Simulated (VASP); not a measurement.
# Ga3As3CO in VASP: a series of runs

Runs on Ga3As3CO. Level: PBE+D3(BJ). Tasks: single point.

All numbers are computed with VASP 6.6.1; they aren't measurements. Logs are shortened: lines on timing, memory, paths and dates and some standing lists are left out, and cuts for length are marked.

## Step 1: The cell of the first run

The cell holds a slab with vacuum, 8 atoms: a = 4.014 Å, b = 5.676 Å, c = 23.335 Å, α = 90.00°, β = 90.00°, γ = 90.00°.

## Step 2: Single point, PBE+D3(BJ)

INCAR

```
PREC = Accurate ; ENCUT = 520
EDIFF = 1E-6 ; ISMEAR = 0
SIGMA = 0.05 ; LREAL = False
LASPH = True ; NELM = 60
ALGO = Normal ; ISIF = 2
LWAVE = False ; LCHARG = False
LDIPOL = True ; IDIPOL = 3
DIPOL = 0.5 0.5 0.320 ; GGA = PE
IVDW = 12 ; NBANDS = 42
```

KPOINTS

```
regular mesh
0
Gamma
  7 5 1
```

POSCAR

```
Ga3As3CO
1.0
    4.0137031111      0.0000000000      0.0000000000
    0.0000000000      5.6762333751      0.0000000000
    0.0000000000      0.0000000000     23.3352699083
Ga As O C
3 3 1 1
Direct
    0.5000000000      0.5000000000      0.1714143447
    0.0000000000      0.0653835255      0.2680035048
    0.5000000000      0.4894639609      0.3228546357
    0.0000000000      0.2500000000      0.1714143447
    0.5000000000      0.8102208698      0.2504948966
    0.0000000000      0.2887573198      0.3593388866
    0.3333333333      0.9554239865      0.4836142866
    0.3333333333      0.9554239865      0.5328959107
```

Potentials or basis: VASP PAW PBE potentials, release 64 (Ga_d, As, O, C).

Command:

```console
$ cat potpaw_PBE.64/Ga_d/POTCAR potpaw_PBE.64/As/POTCAR potpaw_PBE.64/O/POTCAR potpaw_PBE.64/C/POTCAR > POTCAR
$ mpirun -np 1 vasp_std > vasp.out
```

OUTCAR:

```text
PREC = Accurate
   ENCUT = 520
   EDIFF = 1E-6
   ISMEAR = 0
   LREAL = False
   LASPH = True
   NELM = 60
   ISIF = 2
   GGA = PE
   IVDW = 12
 IVDW          = 12

 ion  position               nearest neighbor table
   1  0.500  0.500  0.171-   4 2.46   4 2.46   5 2.55
   2  0.000  0.065  0.268-   6 2.48   4 2.49   5 2.51   5 2.51
   3  0.500  0.489  0.323-   6 2.46   6 2.46   5 2.48
   4  0.000  0.250  0.171-   1 2.46   1 2.46   2 2.49
   5  0.500  0.810  0.250-   3 2.48   2 2.51   2 2.51   1 2.55
   6  0.000  0.289  0.359-   3 2.46   3 2.46   2 2.48
   7  0.333  0.955  0.484-   8 1.15
   8  0.333  0.955  0.533-   7 1.15

  LATTYP: Found a simple orthorhombic cell.
 ALAT       =     4.0137031111
 B/A-ratio  =     1.4142135624
 C/A-ratio  =     5.8139003465

  Lattice vectors:

 A1 = (   4.0137031111,   0.0000000000,   0.0000000000)
 A2 = (   0.0000000000,   5.6762333751,   0.0000000000)
 A3 = (   0.0000000000,   0.0000000000,  23.3352699083)

Analysis of symmetry for initial positions (statically):
=====================================================================
 Subroutine PRICEL returns:
 Original cell was already a primitive cell.

 Routine SETGRP: Setting up the symmetry group for a
 simple orthorhombic supercell.

 Subroutine GETGRP returns: Found  1 space group operations
 (whereof  1 operations were pure point group operations)
 out of a pool of  8 trial point group operations.

The static configuration has the point symmetry C_1 .

Analysis of symmetry for dynamics (positions and initial velocities):
=====================================================================
 Subroutine PRICEL returns:
 Original cell was already a primitive cell.

 Routine SETGRP: Setting up the symmetry group for a
 simple orthorhombic supercell.

 Subroutine GETGRP returns: Found  1 space group operations
 (whereof  1 operations were pure point group operations)
 out of a pool of  8 trial point group operations.

The dynamic configuration has the point symmetry C_1 .

 Subroutine INISYM returns: Found  1 space group operations
 (whereof  1 operations are pure point group operations),
 and found     1 'primitive' translations

----------------------------------------------------------------------------------------

                                     Primitive cell

  volume of cell :     531.6408

  direct lattice vectors                    reciprocal lattice vectors
     4.013703111  0.000000000  0.000000000     0.249146480  0.000000000  0.000000000
     0.000000000  5.676233375  0.000000000     0.000000000  0.176173165  0.000000000
     0.000000000  0.000000000 23.335269908     0.000000000  0.000000000  0.042853586

  length of vectors
     4.013703111  5.676233375 23.335269908     0.249146480  0.176173165  0.042853586

  position of ions in fractional coordinates (direct lattice)
     0.500000000  0.500000000  0.171414345
     0.000000000  0.065383526  0.268003505
     0.500000000  0.489463961  0.322854636
     0.000000000  0.250000000  0.171414345
     0.500000000  0.810220870  0.250494897
     0.000000000  0.288757320  0.359338887
     0.333333333  0.955423987  0.483614287
     0.333333333  0.955423987  0.532895911

  ion indices of the primitive-cell ions
   primitive index   ion index
                 1           1
                 2           2
                 3           3
                 4           4
                 5           5
                 6           6
                 7           7
                 8           8

----------------------------------------------------------------------------------------

 KPOINTS: regular mesh

Automatic generation of k-mesh.
 Grid dimensions read from file:
 generate k-points for:    7    5    1

 Generating k-lattice:

  Cartesian coordinates                     Fractional coordinates (reciprocal lattice)
     0.035592354  0.000000000  0.000000000     0.142857143  0.000000000  0.000000000
     0.000000000  0.035234633  0.000000000     0.000000000  0.200000000  0.000000000
     0.000000000  0.000000000  0.042853586     0.000000000  0.000000000  1.000000000

  Length of vectors
     0.035592354  0.035234633  0.042853586

  Shift w.r.t. Gamma in fractional coordinates (k-lattice)
     0.000000000  0.000000000  0.000000000

 Subroutine IBZKPT returns following result:
 ===========================================

 Found     18 irreducible k-points:

 Following reciprocal coordinates:
            Coordinates               Weight
  0.000000  0.000000  0.000000      1.000000
  0.142857  0.000000  0.000000      2.000000
  0.285714  0.000000  0.000000      2.000000
  0.428571  0.000000  0.000000      2.000000
  0.000000  0.200000  0.000000      2.000000
  0.142857  0.200000  0.000000      2.000000
[... 10 lines left out ...]
  0.428571  0.400000  0.000000      2.000000
  0.428571 -0.400000  0.000000      2.000000
   k-points           NKPTS =     18   k-points in BZ     NKDIM =     18   number of bands    NBANDS=     42
   number of dos      NEDOS =    301   number of ions     NIONS =      8
   total plane-waves  NPLWV = 226800
   dimension x,y,z NGX =    30 NGY =   42 NGZ =  180
   dimension x,y,z NGXF=    60 NGYF=   84 NGZF=  360
   ions per type =               3   3   1   1
   NGX,Y,Z   is equivalent  to a cutoff of  12.43, 12.30, 12.82 a.u.
   NGXF,Y,Z  is equivalent  to a cutoff of  24.85, 24.60, 25.65 a.u.
 SYSTEM =  unknown system
   PREC   = accura    normal or accurate (medium, high low for compatibility)
   ISTART =      0    job   : 0-new  1-cont  2-samecut
   ICHARG =      2    charge: 1-file 2-atom 10-const
   ISPIN  =      1    spin polarized calculation?
   LNONCOLLINEAR =      F non collinear calculations
   LSORBIT =      F    spin-orbit coupling
   LASPH  =      T    aspherical Exc in radial PAW
   ENCUT  =  520.0 eV  38.22 Ry    6.18 a.u.   7.46 10.55 43.39*2*pi/ulx,y,z
   NELM   =     60;   NELMIN=  2; NELMDL= -5     # of ELM steps
   EDIFF  = 0.1E-05   stopping-criterion for ELM
   LREAL  =      F    real-space projection
[... 7 lines left out ...]
   TEBEG  =    0.0;   TEEND  =   0.0 temperature during run
   PSTRESS=    0.0 pullay stress
   NELECT =      64.0000    total number of electrons
   NUPDOWN=      -1.0000    fix difference up-down
   EMIN   =  10.00;   EMAX   =-10.00  energy-range for DOS
   EFERMI =   0.00;   METHOD = LEGACY
   ISMEAR =     0;   SIGMA  =   0.05  broadening in eV -4-tet -1-fermi 0-gaus
   EFERMI_NEDOS =   21; number of points for ismear=-14 and -15
   IALGO  =     38    algorithm
   IMIX   =      4    mixing-type and parameters
     AMIX     =   0.40;   BMIX     =  1.00
     AMIX_MAG =   1.60;   BMIX_MAG =  1.00
  volume/ion in A,a.u.               =      66.46       448.46
  Fermi-wavevector in a.u.,A,eV,Ry     =   0.808342  1.527546  8.890285  0.653418
  Thomas-Fermi vector in A             =   1.917130
   LORBIT       =      0    0 simple, 1 ext, 2 COOP (PROOUT), +10 PAW based schemes
   GGA     = PE    functional components
   LHFCALC =     F    Hartree Fock is set to
   AEXX    =    0.0000 exact exchange contribution
   IVDW    =    12    specifies the selected vdW correction
   LEPSILON=     F    determine dielectric tensor
   LRPA    =     F    only Hartree local field effects (RPA)
 non-spin polarized calculation
 Gauss-broadening in eV      SIGMA  =   0.05
  energy-cutoff  :      520.00
  volume of cell :      531.64
 maximum number of plane-waves:     14367
 NGX is ok and might be reduce to    30
   NGX = 15   NGY = 21   NGZ = 87

 dipolmoment           0.000000      0.000000     -0.003073 electrons x Angstroem

 number of electron      64.0000019 magnetization

 dipolmoment           0.000000      0.000000      0.060456 electrons x Angstroem

 Free energy of the ion-electron system (eV)
  ---------------------------------------------------
  ext. energy  EPLUGINS =         0.00000000
  ---------------------------------------------------
  free energy    TOTEN  =       -37.54360974 eV

  energy without entropy =      -37.54360974  energy(sigma->0) =      -37.54360974

 E-fermi :  -2.1006     XC(G=0):  -3.7918

 val. band max:       -2.2988025630   @ k =   0.0000   0.0000   0.0000
 cond. band min:      -1.8973082590   @ k =   0.4286   0.0000   0.0000
 fundamental gap:      0.4014943040
 Fermi energy:        -2.1006451982

 k-point     1 :       0.0000    0.0000    0.0000
  band No.  band energies     occupation
      1     -26.7001      2.00000
      2     -17.2744      2.00000
      3     -17.2184      2.00000
      4     -17.2025      2.00000
      5     -17.1766      2.00000
      6     -17.1523      2.00000
[... 34 lines left out ...]
     41       2.1126      0.00000
     42       2.2557      0.00000

 k-point     2 :       0.1429    0.0000    0.0000
  band No.  band energies     occupation
      1     -26.6985      2.00000
      2     -17.2713      2.00000
      3     -17.2155      2.00000
      4     -17.2018      2.00000
      5     -17.1760      2.00000
      6     -17.1550      2.00000
[... 34 lines left out ...]
     41       1.9490      0.00000
     42       2.2464      0.00000

 k-point     3 :       0.2857    0.0000    0.0000
  band No.  band energies     occupation
      1     -26.6947      2.00000
      2     -17.2647      2.00000
      3     -17.2086      2.00000
      4     -17.2000      2.00000
      5     -17.1754      2.00000
      6     -17.1622      2.00000
[... 627 lines left out ...]
      4     -17.1970      2.00000
      5     -17.1787      2.00000
      6     -17.1704      2.00000
[... 34 lines left out ...]
     41       2.7061      0.00000
     42       3.0301      0.00000

 k-point    18 :       0.4286   -0.4000    0.0000
  band No.  band energies     occupation
      1     -26.6916      2.00000
      2     -17.2560      2.00000
      3     -17.2019      2.00000
      4     -17.1970      2.00000
      5     -17.1787      2.00000
      6     -17.1704      2.00000
[... 34 lines left out ...]
     41       2.7107      0.00000
     42       3.0297      0.00000

------------------------ aborting loop because EDIFF is reached ----------------------------------------

 vacuum level on the upper side and lower side of the slab       (xc-potential included)         0.099        -0.364

 Edisp (eV)   -1.27045

 E8    (eV) :    -0.5749

  FORCE on cell =-STRESS in cart. coord.  units (eV):
  Direction    XX          YY          ZZ          XY          YZ          ZX
  --------------------------------------------------------------------------------------
  -------------------------------------------------------------------------------------
  Total      -2.06719    -2.63219    -0.83984    -0.02876    -0.10671     0.04848
  in kB      -6.22978    -7.93250    -2.53097    -0.08668    -0.32157     0.14610
  external pressure =       -5.56 kB  Pullay stress =        0.00 kB

 VOLUME and BASIS-vectors are now :
 -----------------------------------------------------------------------------
  energy-cutoff  :      520.00
  volume of cell :      531.64
      direct lattice vectors                 reciprocal lattice vectors
     4.013703111  0.000000000  0.000000000     0.249146480  0.000000000  0.000000000
     0.000000000  5.676233375  0.000000000     0.000000000  0.176173165  0.000000000
     0.000000000  0.000000000 23.335269908     0.000000000  0.000000000  0.042853586

 POSITION                                       TOTAL-FORCE (eV/Angst)
 -----------------------------------------------------------------------------------
      2.00685      2.83812      4.00000        -0.000008     -0.309887      1.029354
      0.00000      0.37113      6.25393        -0.000735     -0.009174      0.017083
      2.00685      2.77831      7.53390         0.003699      0.006676      0.009379
      0.00000      1.41906      4.00000         0.000121      0.317663     -1.059625
      2.00685      4.59900      5.84537        -0.002009      0.012859     -0.011520
      0.00000      1.63905      8.38527        -0.018388      0.003703      0.036594
      1.33790      5.42321     11.28527         0.021405     -0.031316      0.708082
      1.33790      5.42321     12.43527        -0.004085      0.009475     -0.729346
 -----------------------------------------------------------------------------------
    total drift:                               -0.000032     -0.000755     -0.001932

  FREE ENERGIE OF THE ION-ELECTRON SYSTEM (eV)
  ---------------------------------------------------
  free  energy   TOTEN  =       -38.8140631305 eV

  energy  without entropy=      -38.8140631303  energy(sigma->0) =      -38.81406313

 vacuum level on the upper side and lower side of the slab         2.725         2.244
```

Run time: 4.9 min. Hardware: 1 thread of AMD EPYC 9R45 (Zen 5), shared host; peak memory 0.72 GiB.

What came out:

- Free energy: -38.8141 eV
- Largest force: 1.106 eV/Å
- Band gap on the k mesh: 0.40 eV (least direct gap 0.76 eV)
- Dispersion energy per atom: -0.159 eV

Forces on the atoms (eV/Å):
```
Ga   0.000 -0.310  1.029
Ga  -0.001 -0.009  0.017
Ga   0.004  0.007  0.009
As   0.000  0.318 -1.060
As  -0.002  0.013 -0.012
As  -0.018  0.004  0.037
O    0.021 -0.031  0.708
C   -0.004  0.009 -0.729
```

## Step 3: Single point, PBE+D3(BJ)

INCAR

```
SYSTEM = Ga3As3CO
PREC     = Accurate       ! precision mode
ENCUT    = 520            ! plane-wave cutoff, eV
EDIFF    = 1E-7           ! SCF threshold, eV
ISMEAR   = 0              ! smearing method
SIGMA    = 0.05           ! smearing width, eV
LREAL    = .False.        ! projectors in reciprocal space
LASPH    = .True.         ! aspherical terms in the spheres
NELM     = 80             ! most SCF steps
ALGO     = Normal         ! electronic algorithm
ISIF     = 2              ! what is computed and relaxed
LWAVE    = .False.        ! write WAVECAR
LCHARG   = .True.         ! write CHGCAR
LDIPOL   = .True.       
IDIPOL   = 3            
DIPOL    = 0.5 0.5 0.320
GGA      = PE             ! functional
IVDW     = 12             ! dispersion correction
LELF     = .True.         ! ELF
LVHAR    = .True.       
LVACPOTAV= .True.       
NBANDS   = 42             ! bands
```

KPOINTS

```
regular mesh
0
Gamma
  7 5 1
  0 0 0
```

POSCAR, as its differences from that of step 2:

```diff
@@ -14,3 +14,3 @@
     0.0000000000      0.2887573198      0.3593388866
-    0.3333333333      0.9554239865      0.4836142866
-    0.3333333333      0.9554239865      0.5328959107
+    0.1666666667      0.2887573198      0.4836142866
+    0.1666666667      0.2887573198      0.5328959107
```

Potentials or basis: VASP PAW PBE potentials, release 64 (Ga_d, As, O, C).

Command:

```console
$ cat potpaw_PBE.64/Ga_d/POTCAR potpaw_PBE.64/As/POTCAR potpaw_PBE.64/O/POTCAR potpaw_PBE.64/C/POTCAR > POTCAR
$ mpirun -np 1 vasp_std > vasp.out
```

It took 5.5 min on 1 thread of AMD EPYC 9R45 (Zen 5), shared host; peak memory 0.71 GiB.

The run converged. Its results:

```yaml
Free_energy: -38.6848 eV
Largest_force: 1.133 eV/Å
Band_gap_on_the_k_mesh: 0.40 eV (least direct gap 0.75 eV)
Dispersion_energy_per_atom: -0.160 eV
```

Forces in eV/Å, atoms in the order of the input:
```
Ga  -0.001 -0.329  1.025
Ga  -0.013  0.028 -0.004
Ga   0.017 -0.012 -0.043
As   0.003  0.324 -1.086
As  -0.006  0.014 -0.002
As  -0.121 -0.043 -0.285
O    0.148  0.028  1.041
C   -0.028 -0.009 -0.646
```

Levels at points of the mesh, in eV from the valence-band top:
```tsv
k point	band 30	band 31	band 32	band 33	band 34	band 35
(0.00, 0.00, 0.00)	-0.89	-0.82	0.00	0.75	1.61	2.27
```

## Step 4: Single point, PBE+D3(BJ)

INCAR

```
SYSTEM = Ga3As3CO
PREC = Accurate
ENCUT = 520
EDIFF = 1E-6
ISMEAR = 0
SIGMA = 0.05
LREAL = .False.
LASPH = .True.
NELM = 60
ALGO = Normal
ISIF = 2
LWAVE = .False.
LCHARG = .True.
LDIPOL = .True.
IDIPOL = 3
DIPOL = 0.5 0.5 0.320
GGA = PE
IVDW = 12
LELF = .True.
LVHAR = .True.
LVACPOTAV = .True.
NBANDS = 42
```

KPOINTS

```
Automatic mesh
0
Gamma
  7 5 1
  0 0 0
```

POSCAR, as its differences from that of step 3:

```diff
@@ -14,3 +14,3 @@
     0.0000000000      0.2887573198      0.3593388866
-    0.1666666667      0.2887573198      0.4836142866
-    0.1666666667      0.2887573198      0.5328959107
+    0.3333333333      0.2887573198      0.4836142866
+    0.3333333333      0.2887573198      0.5328959107
```

Command:

```console
$ cat potpaw_PBE.64/Ga_d/POTCAR potpaw_PBE.64/As/POTCAR potpaw_PBE.64/O/POTCAR potpaw_PBE.64/C/POTCAR > POTCAR
$ mpirun -np 1 vasp_std > vasp.out
```

Wall time 6.5 min (1 thread of AMD EPYC 9R45 (Zen 5), shared host); peak memory 0.7 GiB.

It converged, with:

- Free energy: -38.7637 eV
- Largest force: 1.119 eV/Å
- Band gap on the k mesh: 0.40 eV (least direct gap 0.75 eV)
- Dispersion energy per atom: -0.160 eV

Forces in eV/Å, atoms in the order of the input:
```
Ga  -0.001 -0.319  1.028
Ga  -0.011  0.012  0.009
Ga   0.013 -0.015 -0.017
As   0.003  0.320 -1.073
As  -0.004  0.010 -0.007
As  -0.094 -0.016 -0.093
O    0.113  0.013  0.834
C   -0.019 -0.005 -0.681
```

Levels at points of the mesh, in eV from the valence-band top:
| k point | band 30 | band 31 | band 32 | band 33 | band 34 | band 35 |
| --- | --- | --- | --- | --- | --- | --- |
| (0.00, 0.00, 0.00) | -0.89 | -0.83 | 0.00 | 0.75 | 1.63 | 2.29 |

## Step 5: Overview

```csv
cell,gap on the mesh (eV),largest force (eV/Å)
"as given, atomic positions A",0.40,1.11
"as given, atomic positions B",0.40,1.13
"as given, atomic positions C",0.40,1.12
```

Alike in all rows: task single point; level PBE+D3(BJ); potentials or basis VASP PAW PBE potentials, release 64 (Ga_d, As, O, C); no spin polarisation; k mesh 7 × 5 × 1; cutoff (eV) 520; smearing gaussian 0.05 eV.

Absolute energies hang on the potentials; compare differences alone.
